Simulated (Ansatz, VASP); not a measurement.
# One calculation of B, two programs

File INCAR:

```
SYSTEM = B
  ALGO = Normal
  EDIFF = 1E-7
  ENCUT = 520
  GGA = RP
  ISIF = 2
  ISMEAR = -1
  LASPH = .TRUE.
  LCHARG = .FALSE.
  LREAL = .FALSE.
  LWAVE = .FALSE.
  NBANDS = 12
  NELM = 80
  PREC = Accurate
  SIGMA = 0.1
```

The input KPOINTS:

```
k-points
0
G
  14 14 12
  0 0 0
```

Contents of POSCAR:

```
B
1.0
    2.8394145936      0.0000000000      0.0000000000
   -1.4197072968      2.4590051699      0.0000000000
    0.0000000000      0.0000000000      2.8042887812
B
3
Direct
    1.0000000000      0.0000000000      0.0000000000
    0.3333333333      0.6666666667      0.5000000000
    0.6666666667      0.3333333333      0.5000000000
```

Input for Ansatz:

```yaml
crystal:
  lattice:
    - [2.8394145936, 0.0, 0.0]
    - [-1.4197072968, 2.4590051699, 0.0]
    - [0.0, 0.0, 2.8042887812]
  atoms:
    - { symbol: B, position: [1.0, 0.0, 0.0] }
    - { symbol: B, position: [0.3333333333, 0.6666666667, 0.5] }
    - { symbol: B, position: [0.6666666667, 0.3333333333, 0.5] }
hamiltonian:
  xc: rpbe
  pseudopotentials:
    kind: paw
    azcp:
      B: "pseudopotentials/B.paw.azcp"
basis:
  ecutwfc: 420
  fft_grid_basis: typed
kpoints:
  mp_grid: { grid: [14, 14, 12], shift: [0, 0, 0] }
magnetization:
  spin_polarized: false
scf:
  occupations: { method: fermi_dirac, width: 0.1 }
  lower_state_search: "off"
output:
  stress: true
```

Alike in both runs: task single point; functional RPBE; k mesh 14 × 14 × 12; occupations fermi-dirac, width 0.1 eV; no spin polarisation.

|  | VASP | Ansatz |
| --- | --- | --- |
| version | VASP 6.6.1 | Ansatz 0.2.0 |
| potentials or method | VASP PAW PBE potentials, release 64 (B), cutoff 520 eV | plane waves (420 eV) with PAW, scalar-relativistic |
| valence electrons in the cell | 9 | 9 |

VASP gave:

```
pressure (GPa)                                                : 9.6
traceless stress, the component that is largest in VASP (GPa) : -4.36
```

**Question.** Which values does Ansatz return?

**Answer.** Pressure (GPa): 9.7; traceless stress, the component that is largest in VASP (GPa): -4.26.

VASP's potentials were made for PBE, not for RPBE.
